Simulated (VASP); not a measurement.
Here is a VASP 6.6.1 calculation.

The input INCAR:

```
PREC = Accurate
ENCUT = 520
EDIFF = 1E-6
ISMEAR = 0
SIGMA = 0.1
LREAL = F
LASPH = T
NELM = 60
ALGO = Normal
ISIF = 2
LWAVE = F
LCHARG = T
GGA = PS
LELF = T
LVHAR = T
NBANDS = 20
```

KPOINTS

```
Automatic mesh
0
Gamma
  15 15 10
```

POSCAR

```
Ta2N
1.0
    3.0610946192      0.0000000000      0.0000000000
   -1.5305473096      2.6509857035      0.0000000000
    0.0000000000      0.0000000000      5.0810460042
Ta N
2 1
Direct
    0.6666666700      0.3333333300      0.7377441241
    0.3333333300      0.6666666700      0.2622558759
    0.0000000000      0.0000000000      0.0000000000
```

Potentials or basis: VASP PAW PBE potentials, release 64 (Ta_pv, N).

Run with:

```bash
$ cat potpaw_PBE.64/Ta_pv/POTCAR potpaw_PBE.64/N/POTCAR > POTCAR
$ mpirun -np 1 vasp_std > vasp.out
```

What does it give for the pressure?

-12.3 GPa.

Estimate the largest force.

0.852 eV/Å.

Forces in eV/Å, atoms in the order of the input:
```
Ta   0.000  0.000  0.852
Ta   0.000  0.000 -0.852
N    0.000  0.000  0.000
```

Caveat: the cell differs from its parent crystal (strained and its atoms moved); the PAW data sets were made with another functional, which shifts forces and pressure a little.
